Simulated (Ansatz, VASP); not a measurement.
**Ta4C3 in VASP and in Ansatz**

File POSCAR:

```
Ta4C3
1.0
    4.4247933843      0.0000000000      0.0000000000
    0.0000000000      4.4247933843      0.0000000000
    0.0000000000      0.0000000000      4.4247933843
Ta C
4 3
Direct
   -0.0237299216      0.5000000000      0.5000000000
    0.5066077148      0.0000000000      0.5000000000
    0.5066077148      0.5000000000      0.0000000000
    0.0094804625      0.0000000000      0.0000000000
    0.5031979213      0.0000000000      0.0000000000
    0.0061899603      0.5000000000      0.0000000000
    0.0061899603      0.0000000000      0.5000000000
```

Contents of INCAR.step1:

```
  PREC = Accurate
  ENCUT = 520
  ISMEAR = 0
  SIGMA = 0.15
  LREAL = F
  LASPH = T
  NELM = 100
  NBANDS = 37
  GGA = PE
  ALGO = Normal
  EDIFF = 1E-4
  LWAVE = T
  LCHARG = F
```

The input INCAR.step2:

```
  PREC = Accurate
  ENCUT = 520
  EDIFF = 1E-7
  ISMEAR = 0
  SIGMA = 0.15
  LREAL = F
  LASPH = T
  NELM = 100
  ALGO = Normal
  ISIF = 2
  LWAVE = F
  LCHARG = F
  METAGGA = R2SCAN
  LMIXTAU = T
  NBANDS = 37
  ISTART = 1
```

KPOINTS

```
Automatic mesh
0
Gamma
  10 10 10
```

Input for Ansatz:

```yaml
crystal:
  lattice:
    - [4.4247933843, 0.0, 0.0]
    - [0.0, 4.4247933843, 0.0]
    - [0.0, 0.0, 4.4247933843]
  atoms:
    - { symbol: Ta, position: [-0.0237299216, 0.5, 0.5] }
    - { symbol: Ta, position: [0.5066077148, 0.0, 0.5] }
    - { symbol: Ta, position: [0.5066077148, 0.5, 0.0] }
    - { symbol: Ta, position: [0.0094804625, 0.0, 0.0] }
    - { symbol: C, position: [0.5031979213, 0.0, 0.0] }
    - { symbol: C, position: [0.0061899603, 0.5, 0.0] }
    - { symbol: C, position: [0.0061899603, 0.0, 0.5] }
basis:
  ecutwfc: 500
kpoints:
  mp_grid: { grid: [10, 10, 10] }
hamiltonian:
  xc: r2scan
scf:
  occupations: { method: gaussian, width: 0.15 }
output:
  forces: true
  stress: true
  eigenvalues: true
```

Change from the starting cell: mode 4 (104.0 1/cm) frozen in, largest displacement +0.105 Å.

Alike in both runs: task single point; functional r2SCAN; k mesh 10 × 10 × 10; occupations gaussian, width 0.15 eV; no spin polarisation.

```csv
,VASP,Ansatz
version,VASP 6.6.1,Ansatz 0.2.0
potentials or method,"VASP PAW PBE potentials, release 64 (Ta_pv, C), cutoff 520 eV","scalar-relativistic, plane waves, PAW"
valence electrons in the cell,56,64
```

|  | VASP | Ansatz | Ansatz less VASP |
| --- | --- | --- | --- |
| gap on the k mesh at the Fermi level (eV) | none | none | - |
| pressure (GPa) | 1.5 | 0.4 | -1.08 |
| traceless stress, the component that is largest in VASP (GPa) | -0.31 | -0.31 | -0.003 |
| rms of the force components (eV/Å) | 0.173 | 0.176 | +0.0028 |

VASP's potentials were made for PBE, not for r2SCAN. Atom by atom the forces differ by 0.003 eV/Å (rms over components). A gap of «none» marks a metal or a gap that the smearing closes. With one functional, cell and mesh, what is left measures potentials, basis and numerics. VASP's potentials hold 56 valence electrons a cell and Ansatz's 64, so a difference there can come from the potentials and not from the codes.

Neither program's run includes spin-orbit coupling.
